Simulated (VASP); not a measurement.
# Cs (Im-3m) in VASP: settings compared

The runs below take Cs through single point, relaxation of cell and atoms, with PBEsol+D4, PBEsol+D3(BJ), PBEsol.

Everything below comes from runs of VASP 6.6.1. Logs are shortened: lines on timing, memory, paths and dates and some standing lists are left out, and cuts for length are marked.

### 1 The cell of the first run

Symmetry: Im-3m, No. 229, cubic system. The conventional cell has a = 5.987 Å, b = 5.987 Å, c = 5.987 Å, α = 90.00°, β = 90.00°, γ = 90.00°.

### 2 Single point, PBEsol+D4

Input file INCAR:

```
SYSTEM = Cs
ALGO = Fast
EDIFF = 1E-6
ENCUT = 520
GGA = PS
ISIF = 2
ISMEAR = -1
IVDW = 13
LASPH = .True.
LCHARG = .False.
LREAL = .False.
LWAVE = .False.
NBANDS = 10
NELM = 60
PREC = Accurate
SIGMA = 0.05
```

Input file KPOINTS:

```
k-points
0
Gamma
  6 6 6
  0 0 0
```

Input file POSCAR:

```
Cs
1.0
   -2.9934327834      2.9934327834      2.9934327834
    2.9934327834     -2.9934327834      2.9934327834
    2.9934327834      2.9934327834     -2.9934327834
Cs
1
Direct
    0.0000000000      0.0000000000      0.0000000000
```

Potentials or basis: VASP PAW PBE potentials, release 64 (Cs_sv).

Started as:

```
$ cat potpaw_PBE.64/Cs_sv/POTCAR > POTCAR
$ mpirun -np 1 vasp_std > vasp.out
```

OUTCAR:

```text
SYSTEM = Cs
   EDIFF = 1E-6
   ENCUT = 520
   GGA = PS
   ISIF = 2
   ISMEAR = -1
   IVDW = 13
   LASPH = .True.
   LREAL = .False.
   NELM = 60
   PREC = Accurate

 ion  position               nearest neighbor table
   1  0.000  0.000  0.000-

  LATTYP: Found a body centered cubic cell.
 ALAT       =     5.9868655668

  Lattice vectors:

 A1 = (  -2.9934327834,   2.9934327834,   2.9934327834)
 A2 = (   2.9934327834,  -2.9934327834,   2.9934327834)
 A3 = (   2.9934327834,   2.9934327834,  -2.9934327834)

Analysis of symmetry for initial positions (statically):
=====================================================================
 Subroutine PRICEL returns:
 Original cell was already a primitive cell.

 Routine SETGRP: Setting up the symmetry group for a
 body centered cubic supercell.

 Subroutine GETGRP returns: Found 48 space group operations
 (whereof 48 operations were pure point group operations)
 out of a pool of 48 trial point group operations.

The static configuration has the point symmetry O_h .

Analysis of symmetry for dynamics (positions and initial velocities):
=====================================================================
 Subroutine PRICEL returns:
 Original cell was already a primitive cell.

 Routine SETGRP: Setting up the symmetry group for a
 body centered cubic supercell.

 Subroutine GETGRP returns: Found 48 space group operations
 (whereof 48 operations were pure point group operations)
 out of a pool of 48 trial point group operations.

The dynamic configuration has the point symmetry O_h .

 Subroutine INISYM returns: Found 48 space group operations
 (whereof 48 operations are pure point group operations),
 and found     1 'primitive' translations

----------------------------------------------------------------------------------------

                                     Primitive cell

  volume of cell :     107.2923

  direct lattice vectors                    reciprocal lattice vectors
    -2.993432783  2.993432783  2.993432783     0.000000000  0.167032312  0.167032312
     2.993432783 -2.993432783  2.993432783     0.167032312  0.000000000  0.167032312
     2.993432783  2.993432783 -2.993432783     0.167032312  0.167032312  0.000000000

  length of vectors
     5.184777670  5.184777670  5.184777670     0.236219362  0.236219362  0.236219362

  position of ions in fractional coordinates (direct lattice)
     0.000000000  0.000000000  0.000000000

  ion indices of the primitive-cell ions
   primitive index   ion index
                 1           1

----------------------------------------------------------------------------------------

 KPOINTS: k-points

Automatic generation of k-mesh.
 Grid dimensions read from file:
 generate k-points for:    6    6    6

 Generating k-lattice:

  Cartesian coordinates                     Fractional coordinates (reciprocal lattice)
     0.000000000  0.027838719  0.027838719     0.166666667  0.000000000  0.000000000
     0.027838719  0.000000000  0.027838719     0.000000000  0.166666667  0.000000000
     0.027838719  0.027838719  0.000000000     0.000000000  0.000000000  0.166666667

  Length of vectors
     0.039369894  0.039369894  0.039369894

  Shift w.r.t. Gamma in fractional coordinates (k-lattice)
     0.000000000  0.000000000  0.000000000

 Subroutine IBZKPT returns following result:
 ===========================================

 Found     16 irreducible k-points:

 Following reciprocal coordinates:
            Coordinates               Weight
  0.000000  0.000000  0.000000      1.000000
  0.166667  0.000000  0.000000     12.000000
  0.333333  0.000000  0.000000     12.000000
  0.500000  0.000000  0.000000      6.000000
  0.166667  0.166667  0.000000     24.000000
  0.333333  0.166667  0.000000     48.000000
[... 8 lines left out ...]
  0.500000  0.500000  0.333333     12.000000
  0.500000  0.500000  0.500000      1.000000
   k-points           NKPTS =     16   k-points in BZ     NKDIM =     16   number of bands    NBANDS=     10
   number of dos      NEDOS =    301   number of ions     NIONS =      1
   total plane-waves  NPLWV =  64000
   dimension x,y,z NGX =    40 NGY =   40 NGZ =   40
   dimension x,y,z NGXF=    80 NGYF=   80 NGZF=   80
   ions per type =               1
   NGX,Y,Z   is equivalent  to a cutoff of  12.83, 12.83, 12.83 a.u.
   NGXF,Y,Z  is equivalent  to a cutoff of  25.65, 25.65, 25.65 a.u.
 SYSTEM =  Cs
   PREC   = accura    normal or accurate (medium, high low for compatibility)
   ISTART =      0    job   : 0-new  1-cont  2-samecut
   ICHARG =      2    charge: 1-file 2-atom 10-const
   ISPIN  =      1    spin polarized calculation?
   LNONCOLLINEAR =      F non collinear calculations
   LSORBIT =      F    spin-orbit coupling
   LASPH  =      T    aspherical Exc in radial PAW
   ENCUT  =  520.0 eV  38.22 Ry    6.18 a.u.   9.64  9.64  9.64*2*pi/ulx,y,z
   NELM   =     60;   NELMIN=  2; NELMDL= -5     # of ELM steps
   EDIFF  = 0.1E-05   stopping-criterion for ELM
   LREAL  =      F    real-space projection
   EDIFFG = 0.1E-04   stopping-criterion for IOM
   NSW    =      0    number of steps for IOM
   IBRION =     -1    ionic relax: 0-MD 1-quasi-New 2-CG
   NFREE  =      0    steps in history (QN), initial steepest desc. (CG)
   ISIF   =      2    stress and relaxation
   ISYM   =      2    0-nonsym 1-usesym 2-fastsym
   POTIM  = 0.5000    time-step for ionic-motion
   TEBEG  =    0.0;   TEEND  =   0.0 temperature during run
   PSTRESS=    0.0 pullay stress
   NELECT =       9.0000    total number of electrons
   NUPDOWN=      -1.0000    fix difference up-down
   EMIN   =  10.00;   EMAX   =-10.00  energy-range for DOS
   EFERMI =   0.00;   METHOD = LEGACY
   ISMEAR =    -1;   SIGMA  =   0.05  broadening in eV -4-tet -1-fermi 0-gaus
   EFERMI_NEDOS =   21; number of points for ismear=-14 and -15
   IALGO  =     68    algorithm
   IMIX   =      4    mixing-type and parameters
     AMIX     =   0.40;   BMIX     =  1.00
     AMIX_MAG =   1.60;   BMIX_MAG =  1.00
  volume/ion in A,a.u.               =     107.29       724.04
  Fermi-wavevector in a.u.,A,eV,Ry     =   0.716637  1.354248  6.987533  0.513569
  Thomas-Fermi vector in A             =   1.805110
   LORBIT       =      0    0 simple, 1 ext, 2 COOP (PROOUT), +10 PAW based schemes
   GGA     = PS    functional components
   LHFCALC =     F    Hartree Fock is set to
   AEXX    =    0.0000 exact exchange contribution
   IVDW    =    13    specifies the selected vdW correction
   LEPSILON=     F    determine dielectric tensor
   LRPA    =     F    only Hartree local field effects (RPA)
 non-spin polarized calculation
 RMM-DIIS sequential band-by-band and
  energy-cutoff  :      520.00
  volume of cell :      107.29
 maximum number of plane-waves:      2912
 NGX is ok and might be reduce to    40
   NGX = 19   NGY = 19   NGZ = 19

 number of electron       8.9999998 magnetization

 Free energy of the ion-electron system (eV)
  ---------------------------------------------------
  ext. energy  EPLUGINS =         0.00000000
  ---------------------------------------------------
  free energy    TOTEN  =        -0.93813552 eV

  energy without entropy =       -0.91963699  energy(sigma->0) =       -0.92888626

 E-fermi :   0.5507     XC(G=0):  -5.6599

 val. band max:        0.5499645493   @ k =   0.5000   0.0000   0.0000
 cond. band min:       0.5723721364   @ k =   0.3333   0.1667   0.0000
 fundamental gap:      0.0224075871
 Fermi energy:         0.5507319022

 k-point     1 :       0.0000    0.0000    0.0000
  band No.  band energies     occupation
      1     -23.2569      2.00000
      2      -9.9646      2.00000
      3      -9.9646      2.00000
      4      -9.9646      2.00000
      5      -1.2079      2.00000
      6       3.0875      0.00000
      7       3.0875      0.00000
      8       3.0875      0.00000
      9       4.0142      0.00000
     10       4.0142      0.00000

 k-point     2 :       0.1667    0.0000    0.0000
  band No.  band energies     occupation
      1     -23.2546      2.00000
      2     -10.0101      2.00000
      3      -9.9792      2.00000
      4      -9.9647      2.00000
      5      -0.8857      2.00000
      6       2.7191      0.00000
      7       2.7841      0.00000
      8       3.4192      0.00000
      9       3.7702      0.00000
     10       3.9767      0.00000

 k-point     3 :       0.3333    0.0000    0.0000
  band No.  band energies     occupation
      1     -23.2499      2.00000
      2     -10.0976      2.00000
      3     -10.0079      2.00000
      4      -9.9650      2.00000
      5      -0.0749      1.99999
      6       1.9215      0.00000
      7       2.3542      0.00000
      8       3.9481      0.00000
      9       4.1253      0.00000
     10       4.3694      0.00000

 k-point     4 :       0.5000    0.0000    0.0000
  band No.  band energies     occupation
      1     -23.2476      2.00000
      2     -10.1399      2.00000
      3     -10.0221      2.00000
      4      -9.9652      2.00000
      5       0.5500      1.00767
      6       1.5001      0.00000
      7       2.1855      0.00000
      8       3.8649      0.00000
      9       4.5012      0.00000
     10       5.0345      0.00000
[... 118 lines left out ...]
 k-point    14 :      -0.3333    0.3333    0.3333
  band No.  band energies     occupation
      1     -23.2441      2.00000
      2     -10.0803      2.00000
      3     -10.0562      2.00000
      4     -10.0562      2.00000
      5       0.7876      0.01738
      6       1.5667      0.00000
      7       3.0565      0.00000
      8       3.0565      0.00000
      9       3.3550      0.00000
     10       4.4218      0.00000

 k-point    15 :       0.5000    0.5000    0.3333
  band No.  band energies     occupation
      1     -23.2421      2.00000
      2     -10.1014      2.00000
      3     -10.0720      2.00000
      4     -10.0584      2.00000
      5       1.2230      0.00000
      6       1.2415      0.00000
      7       2.7714      0.00000
      8       3.1810      0.00000
      9       3.9377      0.00000
     10       5.3099      0.00000

 k-point    16 :       0.5000    0.5000    0.5000
  band No.  band energies     occupation
      1     -23.2403      2.00000
      2     -10.0884      2.00000
      3     -10.0884      2.00000
      4     -10.0884      2.00000
      5       1.1442      0.00001
      6       1.1442      0.00001
      7       3.7321      0.00000
      8       3.7321      0.00000
      9       3.7321      0.00000
     10       5.1905      0.00000

------------------------ aborting loop because EDIFF is reached ----------------------------------------

  DFT-D4 for vdW energy calculation

  Edisp (eV):   -0.03882

  FORCE on cell =-STRESS in cart. coord.  units (eV):
  Direction    XX          YY          ZZ          XY          YZ          ZX
  --------------------------------------------------------------------------------------
  -------------------------------------------------------------------------------------
  Total      -0.00194    -0.00194    -0.00194     0.00000     0.00000     0.00000
  in kB      -0.02901    -0.02901    -0.02901     0.00000     0.00000     0.00000
  external pressure =       -0.03 kB  Pullay stress =        0.00 kB

 VOLUME and BASIS-vectors are now :
 -----------------------------------------------------------------------------
  energy-cutoff  :      520.00
  volume of cell :      107.29
      direct lattice vectors                 reciprocal lattice vectors
    -2.993432783  2.993432783  2.993432783     0.000000000  0.167032312  0.167032312
     2.993432783 -2.993432783  2.993432783     0.167032312  0.000000000  0.167032312
     2.993432783  2.993432783 -2.993432783     0.167032312  0.167032312  0.000000000

 POSITION                                       TOTAL-FORCE (eV/Angst)
 -----------------------------------------------------------------------------------
      0.00000      0.00000      0.00000         0.000000      0.000000      0.000000
 -----------------------------------------------------------------------------------
    total drift:                               -0.000000     -0.000000     -0.000000

  FREE ENERGIE OF THE ION-ELECTRON SYSTEM (eV)
  ---------------------------------------------------
  free  energy   TOTEN  =        -0.9769537940 eV

  energy  without entropy=       -0.9584552683  energy(sigma->0) =       -0.96770453
```

Run time: 26 s. Hardware: 1 thread of Intel Xeon Platinum 8375C at 2.90GHz (Ice Lake), shared host; peak memory 0.22 GiB.

Results:

```
Free energy                : -0.9770 eV
Pressure                   : 0.0 GPa
Dispersion energy per atom : -0.039 eV
```

Caveat: the PAW data sets were made with another functional, which shifts forces and pressure a little; spin-orbit coupling is left out, which moves the levels of the heavy elements; pairwise dispersion overbinds metals, which lowers pressure and volume.

(Continued in part 2 of 2.)
